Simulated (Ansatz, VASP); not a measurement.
## Two plane-wave programs on LiSe2

INCAR

```
ALGO     = Normal         # electronic algorithm
EDIFF    = 1E-7           # SCF threshold, eV
ENCUT    = 520            # plane-wave cutoff, eV
GGA      = PE             # functional
ISIF     = 2              # what is computed and relaxed
ISMEAR   = 0              # smearing method
LASPH    = T              # aspherical terms in the spheres
LCHARG   = T              # write CHGCAR
LELF     = T              # ELF
LREAL    = F              # projectors in reciprocal space
LVHAR    = T            
LWAVE    = F              # write WAVECAR
NBANDS   = 14             # bands
NELM     = 100            # most SCF steps
PREC     = Accurate       # precision mode
SIGMA    = 0.1            # smearing width, eV
```

File KPOINTS:

```
k-points
0
Gamma
  6 6 6
```

The input POSCAR:

```
LiSe2
1.0
    1.6486887957      0.9518709200      6.3834734656
   -1.6486887957      0.9518709200      6.3834734656
    0.0000000000     -1.9037418400      6.3834734656
Li Se
1 2
Direct
    0.0000000000      0.0000000000      0.0000000000
    0.7484000000      0.7484000000      0.7484000000
    0.5849000000      0.5849000000      0.5849000000
```

Input for Ansatz:

```yaml
crystal:
  lattice:
    - [1.6486887957, 0.95187092, 6.3834734656]
    - [-1.6486887957, 0.95187092, 6.3834734656]
    - [0.0, -1.90374184, 6.3834734656]
  atoms:
    - { symbol: Li, position: [0.0, 0.0, 0.0] }
    - { symbol: Se, position: [0.7484, 0.7484, 0.7484] }
    - { symbol: Se, position: [0.5849, 0.5849, 0.5849] }
basis:
  ecutwfc: 420
kpoints:
  mp_grid: { grid: [6, 6, 6] }
hamiltonian:
  xc: pbe
scf:
  occupations: { method: gaussian, width: 0.1 }
  lower_state_search: "off"
output:
  forces: true
  stress: true
  eigenvalues: true
```

Alike in both runs: task single point; functional PBE; k mesh 6 × 6 × 6; occupations gaussian, width 0.1 eV; no spin polarisation.

|  | VASP | Ansatz |
| --- | --- | --- |
| version | VASP 6.6.1 | Ansatz 0.2.0 |
| potentials or method | VASP PAW PBE potentials, release 64 (Li_sv, Se), cutoff 520 eV | scalar-relativistic, plane waves, PAW |
| valence electrons in the cell | 15 | 35 |

VASP gave:

```
gap on the k mesh at the Fermi level (eV) : none
rms of the force components (eV/Å)        : 0.188
```

Q: Which values does Ansatz return?

A: gap on the k mesh at the Fermi level (eV): none; rms of the force components (eV/Å): 0.185.

Atom by atom the forces differ by 0.002 eV/Å (rms over components). A gap of «none» marks a metal or a gap that the smearing closes. With one functional, cell and mesh, what is left measures potentials, basis and numerics. VASP's potentials hold 15 valence electrons a cell and Ansatz's 35, so a difference there can come from the potentials and not from the codes.

The k mesh is coarse, so the values compare programs but aren't converged. Noted on VASP's run: the cutoff is short for stress, so the pressure is rough.
